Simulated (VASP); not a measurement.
Runs of VASP 6.6.1 on Al2H5. The structure is that of space group P-6m2 (No. 187), or close to it. The cells are those of the table. 

| task | cell | k mesh | cutoff (eV) | gap on the mesh (eV) | pressure (GPa) | relaxed volume (Å³/atom) | largest force (eV/Å) |
| --- | --- | --- | --- | --- | --- | --- | --- |
| single point | a = 4.474, b = 4.474, c = 4.675 Å, angles 90.0, 90.0, 120.0°, 7 atoms | 12 × 12 × 8 | 520 | none | -0.1 | - | - |
| single point | a = 4.485, b = 4.485, c = 4.606 Å, angles 90.0, 90.0, 120.0°, 7 atoms | 6 × 6 × 4 | 520 | none | -0.1 | - | (a) |
| relaxation of cell and atoms | relaxed from a = 3.707, b = 3.707, c = 6.057 Å, angles 90.0, 90.0, 120.0°, 7 atoms | 6 × 6 × 4 | 600 | none | 0.1 | 11.40 | 0.02 |
| single point | a = 3.707, b = 3.707, c = 6.057 Å, angles 90.0, 90.0, 120.0°, 7 atoms | 6 × 6 × 4 | 520 | none | 16.3 | - | 1.05 |
| relaxation of cell and atoms | relaxed from a = 4.485, b = 4.485, c = 4.606 Å, angles 90.0, 90.0, 120.0°, 7 atoms | 12 × 12 × 8 | 600 | none | 0.0 | (b) | - |

Alike in all rows: level PBE; potentials or basis VASP PAW PBE potentials, release 64 (Al, H); no spin polarisation; smearing gaussian 0.1 eV.

Fill in the values left out.

(a) 0.01; (b) 11.56.

Caveats: forces of over 1 eV/Å act on the atoms, so gaps and moduli don't describe the material at rest (some runs).

A gap of «none» marks levels without a gap at the run's occupations.
